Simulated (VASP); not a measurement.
Set up this calculation in VASP 6.6.1, as the native input.

```
Task                   : single point
Functional             : PBE
Dispersion             : D3(BJ)
Potentials or basis    : VASP PAW PBE potentials, release 64 (Fe, O)
Cutoff                 : 520 eV
k mesh                 : 6 × 6 × 6
Occupations            : fermi-dirac, width 0.05 eV
Spin                   : collinear spin, ferromagnetic start
Starting moments       : [3.5, 0.0] μB
Hubbard terms          : Fe d U = 6.9 eV, J = 0.9 eV
Dipole correction      : no
LDAUTYPE               : 1
Hund's J               : 0.9
Further INCAR settings : ALGO = Normal; EDIFF = 1e-06; NBANDS = 18
```

The structure of FeO (Wuestite) lies in POSCAR:

```
FeO
1.0
   -0.0031100000      2.1552300000      2.0644500000
    2.2134800000     -0.0482100000      2.1095500000
    2.2189800000      2.2058300000     -0.0537100000
Fe O
1 1
Direct
    0.0023800000      0.9908100000      0.0022500000
    0.4993039751      0.4853327485      0.5075835993
```

These files were run (other wordings do the same):

INCAR

```
PREC = Accurate ; ENCUT = 520
EDIFF = 1E-6 ; ISMEAR = -1
SIGMA = 0.05 ; LREAL = False
LASPH = True ; NELM = 150
ALGO = Normal ; ISIF = 2
LWAVE = False ; LCHARG = False
ISPIN = 2 ; MAGMOM = 3.5 0
LORBIT = 11 ; LMAXMIX = 4
LDAU = True ; LDAUTYPE = 1
LDAUL = 2 -1 ; LDAUU = 6.9 0
LDAUJ = 0.9 0 ; LDAUPRINT = 1
GGA = PE ; IVDW = 12
NBANDS = 18
```

KPOINTS

```
regular mesh
0
Gamma
  6 6 6
```

Potentials or basis: VASP PAW PBE potentials, release 64 (Fe, O).

Run with:

```bash
$ cat potpaw_PBE.64/Fe/POTCAR potpaw_PBE.64/O/POTCAR > POTCAR
$ mpirun -np 1 vasp_std > vasp.out
```

Results of the run:

```
Pressure                                              : -4.8 GPa
Largest force                                         : 0.141 eV/Å
Band gap on the k mesh                                : zero (filled and empty bands overlap)
Net moment                                            : 4.00 μB per cell
Site moments                                          : Fe +3.86; O +0.16 μB
Valence electrons inside the program's atomic spheres : Fe 6.74; O 5.00
Dispersion energy per atom                            : -0.193 eV
```

Caveat: the k points lie up to 0.42 Å⁻¹ apart; three body term missing; a cell with one magnetic atom can't hold antiferromagnetic order, which such compounds often take; pairwise dispersion overbinds metals, which lowers pressure and volume.

Run time: 3.6 min on 1 thread of Intel(R) Xeon(R) 6975P-C (Granite Rapids), with other jobs on the host, peak memory 0.21 GiB.
